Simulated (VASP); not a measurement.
# Al in VASP: notebook

Al is run at these levels: r2SCAN; tasks: single point.

All numbers are computed with VASP 6.6.1; they aren't measurements. Logs are shortened: lines on timing, memory, paths and dates and some standing lists are left out, and cuts for length are marked.

### 1 The cell of the first run

The cell holds a disordered packing, 11 atoms: a = 5.862 Å, b = 5.868 Å, c = 6.172 Å, α = 88.94°, β = 87.06°, γ = 110.85°.

### 2 Single point, r2SCAN

File POSCAR:

```
Al
1.0
    5.7565492336     -1.0907479817      0.1735100674
   -1.0345194546      5.7755006953      0.0738067174
    0.1486818935      0.0642106033      6.1702754257
Al
11
Direct
    0.2658693695      0.1065005209      0.4038819335
    0.7711897091      0.7200135368      0.4369151587
    0.6105468255      0.4199201935      0.1095773927
    0.7849717680      0.2064633421      0.4223435786
   -0.0700345964      0.0146007833      0.7596743118
    0.1189056284      0.3180523601      0.0687771111
    0.2721774970      0.5853584154      0.4186384873
    0.4489801688      0.1171769985      0.7860865928
    0.5999583231      0.9059701410      0.1056755327
    0.9273487702      0.5046353901      0.7554890647
    1.0906409299      0.7986424685      0.0862588616
```

File INCAR.step1:

```
SYSTEM = Al
  ALGO = Normal
  EDIFF = 1E-4
  ENCUT = 520
  GGA = PE
  ISMEAR = 0
  ISYM = 0
  LASPH = .TRUE.
  LCHARG = .FALSE.
  LREAL = .FALSE.
  LWAVE = .TRUE.
  NBANDS = 28
  NELM = 100
  PREC = Accurate
  SIGMA = 0.1
```

File INCAR.step2:

```
SYSTEM = Al
  ALGO = Normal
  EDIFF = 1E-6
  ENCUT = 520
  ISIF = 2
  ISMEAR = 0
  ISTART = 1
  ISYM = 0
  LASPH = .TRUE.
  LCHARG = .TRUE.
  LELF = .TRUE.
  LMIXTAU = .TRUE.
  LREAL = .FALSE.
  LVHAR = .TRUE.
  LWAVE = .FALSE.
  METAGGA = R2SCAN
  NBANDS = 28
  NELM = 100
  PREC = Accurate
  SIGMA = 0.1
```

File KPOINTS:

```
Automatic mesh
0
Gamma
  2 2 2
  0.5 0.5 0.5
```

Potentials or basis: VASP PAW PBE potentials, release 64 (Al).

Run with:

```bash
$ cat potpaw_PBE.64/Al/POTCAR > POTCAR
$ cp INCAR.step1 INCAR
$ mpirun -np 1 vasp_std > vasp.out
$ cp INCAR.step2 INCAR
$ mpirun -np 1 vasp_std > vasp.out
```

OUTCAR:

```text
SYSTEM = Al
   EDIFF = 1E-6
   ENCUT = 520
   ISIF = 2
   ISMEAR = 0
   ISTART = 1
   ISYM = 0
   LASPH = .TRUE.
   LREAL = .FALSE.
   METAGGA = R2SCAN
   NELM = 100
   PREC = Accurate

 ion  position               nearest neighbor table
   1  0.266  0.107  0.404-   8 2.63  11 2.68   6 2.72   3 2.76   5 2.78   7 2.80   4 2.90   2 2.97
                             7 3.07   4 3.07   9 3.16
   2  0.771  0.720  0.437-   5 2.64   3 2.69  10 2.69   9 2.70  11 2.71   7 2.75   4 2.83   1 2.97
                             4 3.05   7 3.30
   3  0.611  0.420  0.110-   8 2.68   2 2.69  10 2.71   4 2.71   6 2.75   1 2.76   9 2.87  11 2.89
                             9 2.99   7 3.09   6 3.24
   4  0.785  0.206  0.422-   9 2.66   5 2.66  10 2.69   3 2.71   6 2.76   8 2.82   2 2.83   1 2.90
                             7 2.93   2 3.05   1 3.07
   5  0.930  0.015  0.760-   6 2.64   2 2.64   4 2.66   9 2.71  11 2.74   1 2.78  10 2.88   8 2.90
                            10 2.99   8 3.08
   6  0.119  0.318  0.069-   5 2.64  10 2.69   7 2.69   1 2.72   3 2.75   4 2.76  11 2.89  11 2.99
                             8 3.09   9 3.13   3 3.24
   7  0.272  0.585  0.419-   6 2.69  10 2.74   2 2.75   1 2.80   9 2.81  11 2.83   4 2.93   1 3.07
                             3 3.09   2 3.30
   8  0.449  0.117  0.786-   1 2.63   9 2.66   3 2.68   4 2.82  11 2.83   5 2.90  10 2.91   5 3.08
                             6 3.09
   9  0.600  0.906  0.106-   8 2.66   4 2.66   2 2.70   5 2.71   7 2.81  11 2.83   3 2.87   3 2.99
                             6 3.13  11 3.15   1 3.16
  10  0.927  0.505  0.755-  11 2.69   2 2.69   6 2.69   4 2.69   3 2.71   7 2.74   5 2.88   8 2.91
                             5 2.99
  11  0.091  0.799  0.086-   1 2.68  10 2.69   2 2.71   5 2.74   7 2.83   8 2.83   9 2.83   6 2.89
                             3 2.89   6 2.99   9 3.15

IMPORTANT INFORMATION: All symmetrisations will be switched off!
NOSYMM: (Re-)initialisation of all symmetry stuff for point group C_1.

----------------------------------------------------------------------------------------

                                     Primitive cell

  volume of cell :     197.9806

  direct lattice vectors                    reciprocal lattice vectors
     5.756549234 -1.090747982  0.173510067     0.179975711  0.032297332 -0.004672881
    -1.034519455  5.775500695  0.073806717     0.034050600  0.179278701 -0.002686153
     0.148681893  0.064210603  6.170275426    -0.005468275 -0.003052681  0.162230853

  length of vectors
     5.861543822  5.867886009  6.172400516     0.182910388  0.182503456  0.162351688

  position of ions in fractional coordinates (direct lattice)
     0.265869370  0.106500521  0.403881934
     0.771189709  0.720013537  0.436915159
     0.610546826  0.419920193  0.109577393
     0.784971768  0.206463342  0.422343579
     0.929965404  0.014600783  0.759674312
     0.118905628  0.318052360  0.068777111
     0.272177497  0.585358415  0.418638487
     0.448980169  0.117176998  0.786086593
     0.599958323  0.905970141  0.105675533
     0.927348770  0.504635390  0.755489065
     0.090640930  0.798642468  0.086258862

  ion indices of the primitive-cell ions
   primitive index   ion index
                 1           1
                 2           2
                 3           3
                 4           4
                 5           5
                 6           6
                 7           7
                 8           8
                 9           9
                10          10
                11          11

----------------------------------------------------------------------------------------

 KPOINTS: Automatic mesh

Automatic generation of k-mesh.
 Grid dimensions read from file:
 generate k-points for:    2    2    2

 Generating k-lattice:

  Cartesian coordinates                     Fractional coordinates (reciprocal lattice)
     0.089987856  0.016148666 -0.002336440     0.500000000  0.000000000 -0.000000000
     0.017025300  0.089639351 -0.001343076     0.000000000  0.500000000  0.000000000
    -0.002734137 -0.001526341  0.081115427     0.000000000  0.000000000  0.500000000

  Length of vectors
     0.091455194  0.091251728  0.081175844

  Shift w.r.t. Gamma in fractional coordinates (k-lattice)
     0.500000000  0.500000000  0.500000000

 Subroutine IBZKPT returns following result:
 ===========================================

 Found      4 irreducible k-points:

 Following reciprocal coordinates:
            Coordinates               Weight
  0.250000  0.250000  0.250000      2.000000
 -0.250000  0.250000  0.250000      2.000000
  0.250000 -0.250000  0.250000      2.000000
 -0.250000 -0.250000  0.250000      2.000000
   k-points           NKPTS =      4   k-points in BZ     NKDIM =      4   number of bands    NBANDS=     28
   number of dos      NEDOS =    301   number of ions     NIONS =     11
   total plane-waves  NPLWV = 110592
   dimension x,y,z NGX =    48 NGY =   48 NGZ =   48
   dimension x,y,z NGXF=    96 NGYF=   96 NGZF=   96
   ions per type =              11
   NGX,Y,Z   is equivalent  to a cutoff of  13.61, 13.60, 12.93 a.u.
   NGXF,Y,Z  is equivalent  to a cutoff of  27.23, 27.20, 25.86 a.u.
 SYSTEM =  Al
   PREC   = accura    normal or accurate (medium, high low for compatibility)
   ISTART =      1    job   : 0-new  1-cont  2-samecut
   ICHARG =      0    charge: 1-file 2-atom 10-const
   ISPIN  =      1    spin polarized calculation?
   LNONCOLLINEAR =      F non collinear calculations
   LSORBIT =      F    spin-orbit coupling
   LASPH  =      T    aspherical Exc in radial PAW
   ENCUT  =  520.0 eV  38.22 Ry    6.18 a.u.  10.90 10.91 11.48*2*pi/ulx,y,z
   NELM   =    100;   NELMIN=  2; NELMDL=  0     # of ELM steps
   EDIFF  = 0.1E-05   stopping-criterion for ELM
   LREAL  =      F    real-space projection
   EDIFFG = 0.1E-04   stopping-criterion for IOM
   NSW    =      0    number of steps for IOM
   IBRION =     -1    ionic relax: 0-MD 1-quasi-New 2-CG
   NFREE  =      0    steps in history (QN), initial steepest desc. (CG)
   ISIF   =      2    stress and relaxation
   ISYM   =      0    0-nonsym 1-usesym 2-fastsym
   POTIM  = 0.5000    time-step for ionic-motion
   TEBEG  =    0.0;   TEEND  =   0.0 temperature during run
   PSTRESS=    0.0 pullay stress
   NELECT =      33.0000    total number of electrons
   NUPDOWN=      -1.0000    fix difference up-down
   EMIN   =  10.00;   EMAX   =-10.00  energy-range for DOS
   EFERMI =   0.00;   METHOD = LEGACY
   ISMEAR =     0;   SIGMA  =   0.10  broadening in eV -4-tet -1-fermi 0-gaus
   EFERMI_NEDOS =   21; number of points for ismear=-14 and -15
   IALGO  =     38    algorithm
   IMIX   =      4    mixing-type and parameters
     AMIX     =   0.40;   BMIX     =  1.00
     AMIX_MAG =   1.60;   BMIX_MAG =  1.00
  volume/ion in A,a.u.               =      18.00       121.46
  Fermi-wavevector in a.u.,A,eV,Ry     =   0.900960  1.702567 11.044232  0.811728
  Thomas-Fermi vector in A             =   2.023982
   LORBIT       =      0    0 simple, 1 ext, 2 COOP (PROOUT), +10 PAW based schemes
   METAGGA = R2SCAN    functional components
   LHFCALC =     F    Hartree Fock is set to
   AEXX    =    0.0000 exact exchange contribution
   IVDW    =     0    specifies the selected vdW correction
   LEPSILON=     F    determine dielectric tensor
   LRPA    =     F    only Hartree local field effects (RPA)
 non-spin polarized calculation
 Gauss-broadening in eV      SIGMA  =   0.10
  energy-cutoff  :      520.00
  volume of cell :      197.98
 maximum number of plane-waves:      5344
 NGX is ok and might be reduce to    48
   NGX = 21   NGY = 21   NGZ = 23

 number of electron      33.0000000 magnetization

 Free energy of the ion-electron system (eV)
  ---------------------------------------------------
  ext. energy  EPLUGINS =         0.00000000
  ---------------------------------------------------
  free energy    TOTEN  =       -73.99611360 eV

  energy without entropy =      -73.99610566  energy(sigma->0) =      -73.99610963

 E-fermi :   6.6534     XC(G=0): -10.4152

 val. band max:        6.3673190576   @ k =  -0.2500  -0.2500   0.2500
 cond. band min:       6.9393863901   @ k =   0.2500  -0.2500   0.2500
 fundamental gap:      0.5720673325
 Fermi energy:         6.6534314752

 k-point     1 :       0.2500    0.2500    0.2500
  band No.  band energies     occupation
      1      -3.3515      2.00000
      2      -1.6751      2.00000
      3      -1.5293      2.00000
      4      -0.9158      2.00000
      5       0.1998      2.00000
      6       0.9421      2.00000
[... 20 lines left out ...]
     27      10.6085      0.00000
     28      10.9683      0.00000

 k-point     2 :      -0.2500    0.2500    0.2500
  band No.  band energies     occupation
      1      -3.7226      2.00000
      2      -1.6844      2.00000
      3      -0.6178      2.00000
      4      -0.3545      2.00000
      5       0.1107      2.00000
      6       1.3113      2.00000
[... 20 lines left out ...]
     27      11.2951      0.00000
     28      11.7057      0.00000

 k-point     3 :       0.2500   -0.2500    0.2500
  band No.  band energies     occupation
      1      -3.7452      2.00000
      2      -1.6064      2.00000
      3      -0.6224      2.00000
      4      -0.3031      2.00000
      5       0.1547      2.00000
      6       1.2571      2.00000
[... 20 lines left out ...]
     27      11.2581      0.00000
     28      11.4406      0.00000

 k-point     4 :      -0.2500   -0.2500    0.2500
  band No.  band energies     occupation
      1      -3.2543      2.00000
      2      -1.7849      2.00000
      3      -1.6895      2.00000
      4      -1.0927      2.00000
      5       0.5066      2.00000
      6       1.1964      2.00000
[... 20 lines left out ...]
     27      11.2619      0.00000
     28      11.4188      0.00000

------------------------ aborting loop because EDIFF is reached ----------------------------------------

  FORCE on cell =-STRESS in cart. coord.  units (eV):
  Direction    XX          YY          ZZ          XY          YZ          ZX
  --------------------------------------------------------------------------------------
  -------------------------------------------------------------------------------------
  Total       -0.2775572     -0.2422873     -0.4890852     -0.0712995     -0.0776852     -0.0156034
  in kB       -2.2461596     -1.9607341     -3.9579707     -0.5769980     -0.6286754     -0.1262718
  external PRESSURE =      -2.7216215 kB  Pullay stress =       0.0000000 kB

 VOLUME and BASIS-vectors are now :
 -----------------------------------------------------------------------------
  energy-cutoff  :      520.00
  volume of cell :      197.98
      direct lattice vectors                 reciprocal lattice vectors
     5.756549234 -1.090747982  0.173510067     0.179975711  0.032297332 -0.004672881
    -1.034519455  5.775500695  0.073806717     0.034050600  0.179278701 -0.002686153
     0.148681893  0.064210603  6.170275426    -0.005468275 -0.003052681  0.162230853

 POSITION                                       TOTAL-FORCE (eV/Angst)
 -----------------------------------------------------------------------------------
      1.48036      0.35103      2.54605         0.009335      0.016034     -0.011282
      3.75948      3.34532      2.88284        -0.015586      0.011800     -0.014864
      3.09652      1.76633      0.81305        -0.023857      0.010032      0.032350
      4.36793      0.36334      2.75742        -0.001059     -0.006949     -0.014431
      5.45124     -0.88125      4.84984         0.013180      0.019146     -0.023091
      0.36568      1.71163      0.46848         0.002115     -0.019189      0.037649
      1.02348      3.11074      2.67354         0.030788     -0.019620     -0.011007
      2.58023      0.23751      4.93692        -0.010514     -0.000985     -0.008286
      2.53216      4.58481      0.82301        -0.014455      0.002162      0.033560
      4.92860      1.95153      4.85973         0.007363     -0.030000     -0.007304
     -0.29161      4.51923      0.60691         0.002690      0.017569     -0.013293
 -----------------------------------------------------------------------------------
    total drift:                               -0.000637     -0.000022     -0.001319

  FREE ENERGIE OF THE ION-ELECTRON SYSTEM (eV)
  ---------------------------------------------------
  free  energy   TOTEN  =       -73.9961135954 eV

  energy  without entropy=      -73.9961056571  energy(sigma->0) =      -73.99610963
```

Wall time 3.4 min (1 thread of Intel Xeon 8259CL, shared host); peak memory 0.32 GiB.

Results:

- Free energy: -73.9961 eV
- Pressure: -0.3 GPa
- Largest force: 0.042 eV/Å
- Band gap on the k mesh: zero (an odd number of electrons rules out a gap without spin polarisation)

Forces in eV/Å, atoms in the order of the input:
```
Al   0.009  0.016 -0.011
Al  -0.016  0.012 -0.015
Al  -0.024  0.010  0.032
Al  -0.001 -0.007 -0.014
Al   0.013  0.019 -0.023
Al   0.002 -0.019  0.038
Al   0.031 -0.020 -0.011
Al  -0.011 -0.001 -0.008
Al  -0.014  0.002  0.034
Al   0.007 -0.030 -0.007
Al   0.003  0.018 -0.013
```

Caveat: the k points lie up to 0.57 Å⁻¹ apart, too coarse for converged energies and pressures of a metal; the PAW data sets were made with another functional, which shifts forces and pressure a little.

### 3 Single point, r2SCAN

This run uses another cell than the first one, of 17.47 Å³/atom.

File POSCAR:

```
Al
1.0
    6.1444518278     -0.5549971781     -0.1230596819
   -0.5024121557      5.4856736645     -0.0829462072
   -0.1311741066     -0.0970592715      5.7528069454
Al
11
Direct
    0.8592169649      0.7992007622      0.9219235130
    0.8865352636      0.7593550510      0.4065455628
    0.5684966385      0.9520882313      0.6019117292
    0.8986658271      0.2971015932      0.9047178868
    0.2571243033      0.5921223169      0.3511139763
    0.5674229594      0.4352912970      0.1191102601
    0.2044393704      0.1074833799      0.6994850706
    0.8861607421      0.2494271434      0.3823746277
    0.2660301813      0.6533107344     -0.1373857228
    0.2419381120      0.0587995063      0.2027125631
    0.5738713262      0.4457318853      0.6250576983
```

File INCAR.step1:

```
ALGO     = Normal         # electronic algorithm
EDIFF    = 1E-4           # SCF threshold, eV
ENCUT    = 520            # plane-wave cutoff, eV
GGA      = PE             # functional
ISMEAR   = 0              # smearing method
ISYM     = 0            
LASPH    = T              # aspherical terms in the spheres
LCHARG   = F              # write CHGCAR
LREAL    = F              # projectors in reciprocal space
LWAVE    = T              # write WAVECAR
NBANDS   = 28             # bands
NELM     = 100            # most SCF steps
PREC     = Accurate       # precision mode
SIGMA    = 0.1            # smearing width, eV
```

File INCAR.step2:

```
ALGO     = Normal         # electronic algorithm
EDIFF    = 1E-6           # SCF threshold, eV
ENCUT    = 520            # plane-wave cutoff, eV
ISIF     = 2              # what is computed and relaxed
ISMEAR   = 0              # smearing method
ISTART   = 1            
ISYM     = 0            
LASPH    = T              # aspherical terms in the spheres
LCHARG   = F              # write CHGCAR
LMIXTAU  = T            
LREAL    = F              # projectors in reciprocal space
LWAVE    = F              # write WAVECAR
METAGGA  = R2SCAN         # meta-GGA
NBANDS   = 28             # bands
NELM     = 100            # most SCF steps
PREC     = Accurate       # precision mode
SIGMA    = 0.1            # smearing width, eV
```

File KPOINTS:

```
Automatic mesh
0
Gamma
  2 3 2
  0.5 0 0.5
```

Potentials or basis: VASP PAW PBE potentials, release 64 (Al).

Run with:

```bash
$ cat potpaw_PBE.64/Al/POTCAR > POTCAR
$ cp INCAR.step1 INCAR
$ mpirun -np 1 vasp_std > vasp.out
$ cp INCAR.step2 INCAR
$ mpirun -np 1 vasp_std > vasp.out
```

Wall time 4.1 min (1 thread of Intel Xeon 8259CL, shared host); peak memory 0.3 GiB.

Results (log left out):

```
Free energy            : -73.7716 eV
Pressure               : -0.2 GPa
Largest force          : 0.039 eV/Å
Band gap on the k mesh : zero (an odd number of electrons rules out a gap without spin polarisation)
```

Forces in eV/Å, atoms in the order of the input:
```
Al   0.014  0.000 -0.006
Al  -0.011 -0.002 -0.022
Al  -0.002 -0.018  0.019
Al  -0.002 -0.029 -0.026
Al   0.012  0.010  0.031
Al   0.008 -0.005  0.003
Al   0.013 -0.001 -0.003
Al   0.008 -0.021  0.004
Al  -0.018  0.027  0.004
Al  -0.005  0.010 -0.011
Al  -0.017  0.029  0.007
```

Stress tensor (GPa, compression positive):
```
-0.11  0.11 -0.12
 0.11 -0.15  0.04
-0.12  0.04 -0.27
```

Levels at points of the mesh, in eV from the Fermi level:
```
           k point  band 13  band 14  band 15  band 16  band 17  band 18  band 19  band 20
(0.25, 0.00, 0.25)    -2.33    -2.20    -1.65    -1.12     0.39     0.78     0.90     1.43
```

Caveat: the k points lie up to 0.55 Å⁻¹ apart, too coarse for converged energies and pressures of a metal; the PAW data sets were made with another functional, which shifts forces and pressure a little.

The gap in the log of VASP goes by the Fermi energy; the results here count the filled bands.